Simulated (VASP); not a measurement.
A run of VASP 6.6.1:

INCAR

```
SYSTEM = CaO
ALGO     = Normal         ! electronic algorithm
EDIFF    = 1E-6           ! SCF threshold, eV
ENCUT    = 520            ! plane-wave cutoff, eV
GGA      = PE             ! functional
ISIF     = 2              ! what is computed and relaxed
ISMEAR   = 0              ! smearing method
LASPH    = .True.         ! aspherical terms in the spheres
LCHARG   = .False.        ! write CHGCAR
LREAL    = .False.        ! projectors in reciprocal space
LWAVE    = .False.        ! write WAVECAR
NBANDS   = 15             ! bands
NELM     = 80             ! most SCF steps
PREC     = Accurate       ! precision mode
SIGMA    = 0.01           ! smearing width, eV
```

File KPOINTS:

```
k-points
0
Gamma
  6 6 6
  0 0 0
```

Contents of POSCAR:

```
CaO
1.0
    0.0000000000      2.6067317390      2.6067317390
    2.6067317390      0.0000000000      2.6067317390
    2.6067317390      2.6067317390      0.0000000000
Ca O
1 1
Direct
    0.0000000000      0.0000000000      0.0000000000
    0.2500000000      0.2500000000      0.2500000000
```

Potentials or basis: VASP PAW PBE potentials, release 64 (Ca_sv, O).

Launch:

```sh
$ cat potpaw_PBE.64/Ca_sv/POTCAR potpaw_PBE.64/O/POTCAR > POTCAR
$ mpirun -np 1 vasp_std > vasp.out
```

Hardware: 1 thread of AMD EPYC 7R43 64-Core Processor (Zen 3), with other jobs on the host.

Estimate the wall time of this run.

It took 11 s on 1 thread of AMD EPYC 7R43 64-Core Processor (Zen 3), on a shared host, peak memory 0.12 GiB. Counts: scf iterations 13, k points 16.
